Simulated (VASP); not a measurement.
# Cd (P6/mmm) in VASP: notebook

Cd is run at these levels: PBE; tasks: single point.

All numbers are computed with VASP 6.6.1; they aren't measurements. Logs are shortened: lines on timing, memory, paths and dates and some standing lists are left out, and cuts for length are marked.

## 1. The cell of the first run

The structure is hexagonal, space group P6/mmm (No. 191). The conventional cell has a = 2.677 Å, b = 2.677 Å, c = 2.661 Å, α = 90.00°, β = 90.00°, γ = 120.00°. Within 3.5 Å of Cd (site symmetry 6/mmm) lie 8 Cd at 2.66 to 2.68 Å.

This isn't the form of Cd at room conditions, which is hcp.

## 2. Single point, PBE

The input, INCAR:

```
SYSTEM = Cd
  PREC = Accurate
  ENCUT = 520
  EDIFF = 1E-6
  ISMEAR = -1
  SIGMA = 0.1
  LREAL = .False.
  LASPH = .True.
  NELM = 80
  ALGO = Normal
  ISIF = 2
  LWAVE = .False.
  LCHARG = .True.
  GGA = PE
  LELF = .True.
  LVHAR = .True.
  NBANDS = 12
```

The input, KPOINTS:

```
regular mesh
0
Gamma
  16 16 15
  0 0 0
```

The input, POSCAR:

```
Cd
1.0
    2.6771511753      0.0000000000      0.0000000000
   -1.3385755877      2.3184809276      0.0000000000
    0.0000000000      0.0000000000      2.6612540021
Cd
1
Direct
    0.0000000000      0.0000000000      0.0000000000
```

Potentials or basis: VASP PAW PBE potentials, release 64 (Cd).

On the command line:

```sh
> cat potpaw_PBE.64/Cd/POTCAR > POTCAR
> mpirun -np 1 vasp_std > vasp.out
```

OUTCAR:

```text
SYSTEM = Cd
   PREC = Accurate
   ENCUT = 520
   EDIFF = 1E-6
   ISMEAR = -1
   LREAL = .False.
   LASPH = .True.
   NELM = 80
   ISIF = 2
   GGA = PE

 ion  position               nearest neighbor table
   1  0.000  0.000  0.000-

  LATTYP: Found a hexagonal cell.
 ALAT       =     2.6771511753
 C/A-ratio  =     0.9940619068

  Lattice vectors:

 A1 = (   2.6771511753,   0.0000000000,   0.0000000000)
 A2 = (  -1.3385755877,   2.3184809276,   0.0000000000)
 A3 = (   0.0000000000,   0.0000000000,   2.6612540021)

Analysis of symmetry for initial positions (statically):
=====================================================================
 Subroutine PRICEL returns:
 Original cell was already a primitive cell.

 Routine SETGRP: Setting up the symmetry group for a
 hexagonal supercell.

 Subroutine GETGRP returns: Found 24 space group operations
 (whereof 24 operations were pure point group operations)
 out of a pool of 24 trial point group operations.

The static configuration has the point symmetry D_6h.

Analysis of symmetry for dynamics (positions and initial velocities):
=====================================================================
 Subroutine PRICEL returns:
 Original cell was already a primitive cell.

 Routine SETGRP: Setting up the symmetry group for a
 hexagonal supercell.

 Subroutine GETGRP returns: Found 24 space group operations
 (whereof 24 operations were pure point group operations)
 out of a pool of 24 trial point group operations.

The dynamic configuration has the point symmetry D_6h.

 Subroutine INISYM returns: Found 24 space group operations
 (whereof 24 operations are pure point group operations),
 and found     1 'primitive' translations

----------------------------------------------------------------------------------------

                                     Primitive cell

  volume of cell :      16.5182

  direct lattice vectors                    reciprocal lattice vectors
     2.677151175  0.000000000  0.000000000     0.373531390  0.215658449  0.000000000
    -1.338575588  2.318480928  0.000000000     0.000000000  0.431316897  0.000000000
     0.000000000  0.000000000  2.661254002     0.000000000  0.000000000  0.375762704

  length of vectors
     2.677151175  2.677151175  2.661254002     0.431316897  0.431316897  0.375762704

  position of ions in fractional coordinates (direct lattice)
     0.000000000  0.000000000  0.000000000

  ion indices of the primitive-cell ions
   primitive index   ion index
                 1           1

----------------------------------------------------------------------------------------

 KPOINTS: regular mesh

Automatic generation of k-mesh.
 Grid dimensions read from file:
 generate k-points for:   16   16   15

 Generating k-lattice:

  Cartesian coordinates                     Fractional coordinates (reciprocal lattice)
     0.023345712  0.013478653  0.000000000     0.062500000  0.000000000  0.000000000
     0.000000000  0.026957306  0.000000000     0.000000000  0.062500000  0.000000000
     0.000000000  0.000000000  0.025050847     0.000000000  0.000000000  0.066666667

  Length of vectors
     0.026957306  0.026957306  0.025050847

  Shift w.r.t. Gamma in fractional coordinates (k-lattice)
     0.000000000  0.000000000  0.000000000

 Subroutine IBZKPT returns following result:
 ===========================================

 Found    240 irreducible k-points:

 Following reciprocal coordinates:
            Coordinates               Weight
  0.000000  0.000000  0.000000      1.000000
  0.062500  0.000000  0.000000      6.000000
  0.125000  0.000000  0.000000      6.000000
  0.187500 -0.000000  0.000000      6.000000
  0.250000  0.000000  0.000000      6.000000
  0.312500 -0.000000  0.000000      6.000000
[... 16 lines left out ...]
  0.187500  0.187500  0.000000      6.000000
  0.250000  0.187500  0.000000     12.000000
 [... further k-points ...]
   k-points           NKPTS =    240   k-points in BZ     NKDIM =    240   number of bands    NBANDS=     12
   number of dos      NEDOS =    301   number of ions     NIONS =      1
   total plane-waves  NPLWV =   8000
   dimension x,y,z NGX =    20 NGY =   20 NGZ =   20
   dimension x,y,z NGXF=    40 NGYF=   40 NGZF=   40
   ions per type =               1
   NGX,Y,Z   is equivalent  to a cutoff of  12.42, 12.42, 12.49 a.u.
   NGXF,Y,Z  is equivalent  to a cutoff of  24.84, 24.84, 24.99 a.u.
 SYSTEM =  Cd
   PREC   = accura    normal or accurate (medium, high low for compatibility)
   ISTART =      0    job   : 0-new  1-cont  2-samecut
   ICHARG =      2    charge: 1-file 2-atom 10-const
   ISPIN  =      1    spin polarized calculation?
   LNONCOLLINEAR =      F non collinear calculations
   LSORBIT =      F    spin-orbit coupling
   LASPH  =      T    aspherical Exc in radial PAW
   ENCUT  =  520.0 eV  38.22 Ry    6.18 a.u.   4.98  4.98  4.95*2*pi/ulx,y,z
   NELM   =     80;   NELMIN=  2; NELMDL= -5     # of ELM steps
   EDIFF  = 0.1E-05   stopping-criterion for ELM
   LREAL  =      F    real-space projection
   EDIFFG = 0.1E-04   stopping-criterion for IOM
   NSW    =      0    number of steps for IOM
   IBRION =     -1    ionic relax: 0-MD 1-quasi-New 2-CG
   NFREE  =      0    steps in history (QN), initial steepest desc. (CG)
   ISIF   =      2    stress and relaxation
   ISYM   =      2    0-nonsym 1-usesym 2-fastsym
   POTIM  = 0.5000    time-step for ionic-motion
   TEBEG  =    0.0;   TEEND  =   0.0 temperature during run
   PSTRESS=    0.0 pullay stress
   NELECT =      12.0000    total number of electrons
   NUPDOWN=      -1.0000    fix difference up-down
   EMIN   =  10.00;   EMAX   =-10.00  energy-range for DOS
   EFERMI =   0.00;   METHOD = LEGACY
   ISMEAR =    -1;   SIGMA  =   0.10  broadening in eV -4-tet -1-fermi 0-gaus
   EFERMI_NEDOS =   21; number of points for ismear=-14 and -15
   IALGO  =     38    algorithm
   IMIX   =      4    mixing-type and parameters
     AMIX     =   0.40;   BMIX     =  1.00
     AMIX_MAG =   1.60;   BMIX_MAG =  1.00
  volume/ion in A,a.u.               =      16.52       111.47
  Fermi-wavevector in a.u.,A,eV,Ry     =   1.471683  2.781078 29.468197  2.165851
  Thomas-Fermi vector in A             =   2.586789
   LORBIT       =      0    0 simple, 1 ext, 2 COOP (PROOUT), +10 PAW based schemes
   GGA     = PE    functional components
   LHFCALC =     F    Hartree Fock is set to
   AEXX    =    0.0000 exact exchange contribution
   IVDW    =     0    specifies the selected vdW correction
   LEPSILON=     F    determine dielectric tensor
   LRPA    =     F    only Hartree local field effects (RPA)
 non-spin polarized calculation
  energy-cutoff  :      520.00
  volume of cell :       16.52
 maximum number of plane-waves:       457
 NGX is ok and might be reduce to    20
   NGX =  9   NGY =  9   NGZ =  9

 number of electron      12.0000004 magnetization

 Free energy of the ion-electron system (eV)
  ---------------------------------------------------
  ext. energy  EPLUGINS =         0.00000000
  ---------------------------------------------------
  free energy    TOTEN  =         0.18060065 eV

  energy without entropy =        0.19152027  energy(sigma->0) =        0.18606046

 E-fermi :   5.4256     XC(G=0): -12.4884

 val. band max:        5.4197084849   @ k =   0.4375  -0.0000   0.4667
 cond. band min:       5.4430594314   @ k =   0.1875   0.1875   0.4667
 fundamental gap:      0.0233509465
 Fermi energy:         5.4255702206

 k-point     1 :       0.0000    0.0000    0.0000
  band No.  band energies     occupation
      1      -6.5752      2.00000
      2      -5.8469      2.00000
      3      -5.0906      2.00000
      4      -5.0906      2.00000
      5      -3.4789      2.00000
      6      -3.4789      2.00000
      7      15.9992      0.00000
      8      20.8547      0.00000
      9      21.6442      0.00000
     10      23.6230      0.00000
     11      23.6230      0.00000
     12      27.0871      0.00000

 k-point     2 :       0.0625    0.0000    0.0000
  band No.  band energies     occupation
      1      -6.5146      2.00000
      2      -5.7496      2.00000
      3      -5.1240      2.00000
      4      -5.0252      2.00000
      5      -3.5257      2.00000
      6      -3.4880      2.00000
      7      16.1859      0.00000
      8      20.4549      0.00000
      9      21.6384      0.00000
     10      22.5040      0.00000
     11      22.8326      0.00000
     12      27.9823      0.00000

 k-point     3 :       0.1250    0.0000    0.0000
  band No.  band energies     occupation
      1      -6.3791      2.00000
      2      -5.5227      2.00000
      3      -5.1087      2.00000
      4      -4.8356      2.00000
      5      -3.6566      2.00000
      6      -3.5140      2.00000
      7      16.7332      0.00000
      8      18.5635      0.00000
      9      21.3970      0.00000
     10      21.5934      0.00000
     11      21.7922      0.00000
     12      29.4961      0.00000
[... 286 lines left out ...]
 k-point    23 :       0.1875    0.1875    0.0000
  band No.  band energies     occupation
      1      -5.8898      2.00000
      2      -5.6123      2.00000
      3      -4.5846      2.00000
      4      -4.2319      2.00000
      5      -3.7399      2.00000
      6      -1.6310      2.00000
      7      12.2196      0.00000
      8      12.7419      0.00000
      9      20.4673      0.00000
     10      21.9211      0.00000
     11      26.6224      0.00000
     12      29.5364      0.00000

 k-point    24 :       0.2500    0.1875    0.0000
  band No.  band energies     occupation
      1      -5.8297      2.00000
      2      -5.6256      2.00000
      3      -4.3920      2.00000
      4      -4.3402      2.00000
      5      -3.8255      2.00000
      6      -0.2423      2.00000
      7       9.9070      0.00000
      8      11.7400      0.00000
      9      21.8962      0.00000
     10      22.1973      0.00000
     11      27.2111      0.00000
     12      29.8057      0.00000

 [... further k-points ...]

------------------------ aborting loop because EDIFF is reached ----------------------------------------

  FORCE on cell =-STRESS in cart. coord.  units (eV):
  Direction    XX          YY          ZZ          XY          YZ          ZX
  --------------------------------------------------------------------------------------
  -------------------------------------------------------------------------------------
  Total        5.1327211      5.1327211      5.0948137     -0.0000000      0.0000000     -0.0000000
  in kB      497.8465465    497.8465465    494.1697262     -0.0000000      0.0000000     -0.0000000
  external PRESSURE =     496.6209397 kB  Pullay stress =       0.0000000 kB

 VOLUME and BASIS-vectors are now :
 -----------------------------------------------------------------------------
  energy-cutoff  :      520.00
  volume of cell :       16.52
      direct lattice vectors                 reciprocal lattice vectors
     2.677151175  0.000000000  0.000000000     0.373531390  0.215658449  0.000000000
    -1.338575588  2.318480928  0.000000000     0.000000000  0.431316897  0.000000000
     0.000000000  0.000000000  2.661254002     0.000000000  0.000000000  0.375762704

 POSITION                                       TOTAL-FORCE (eV/Angst)
 -----------------------------------------------------------------------------------
      0.00000      0.00000      0.00000         0.000000      0.000000      0.000000
 -----------------------------------------------------------------------------------
    total drift:                               -0.000000      0.000000      0.000000

  FREE ENERGIE OF THE ION-ELECTRON SYSTEM (eV)
  ---------------------------------------------------
  free  energy   TOTEN  =         0.1806006508 eV

  energy  without entropy=        0.1915202749  energy(sigma->0) =        0.18606046
```

Wall time 31 s (1 thread of Intel Xeon 8259CL, shared host); peak memory 0.16 GiB.

Results:

| Property | Result |
| --- | --- |
| Free energy | 0.1806 eV |
| Pressure | 49.7 GPa |
| Band gap on the k mesh | zero (bands 6 and 7 overlap by 6.36 eV) |

Caveat: the cell stands under pressure.

## 3. Single point, PBE

The input, INCAR:

```
PREC = Accurate
ENCUT = 520
EDIFF = 1E-6
ISMEAR = -1
SIGMA = 0.1
LREAL = False
LASPH = True
NELM = 80
ALGO = Normal
ISIF = 2
LWAVE = False
LCHARG = False
GGA = PE
NBANDS = 12
```

The input, KPOINTS:

```
regular mesh
0
Gamma
  16 16 15
```

POSCAR is that of step 2.

Potentials or basis: VASP PAW PBE potentials, release 64 (Cd).

On the command line:

```sh
> cat potpaw_PBE.64/Cd/POTCAR > POTCAR
> mpirun -np 1 vasp_std > vasp.out
```

It took 32 s on 1 thread of Intel Xeon 8259CL, shared host; peak memory 0.16 GiB.

Results (log left out):

| Quantity | Value |
| --- | --- |
| Free energy | 0.1806 eV |
| Pressure | 49.7 GPa |
| Band gap on the k mesh | zero (bands 6 and 7 overlap by 6.36 eV) |

Stress tensor (GPa, compression positive):
```
49.78  0.00  0.00
 0.00 49.78  0.00
 0.00  0.00 49.42
```

Levels at points of the mesh, in eV from the Fermi level:
```tsv
k point	band 4	band 5	band 6	band 7	band 8	band 9
(0.00, 0.00, 0.00)	-10.52	-8.90	-8.90	10.57	15.43	16.22
(0.50, 0.00, 0.00)	-9.14	-8.55	-3.71	-0.64	10.34	15.98
```

Caveat: the cell stands under pressure.
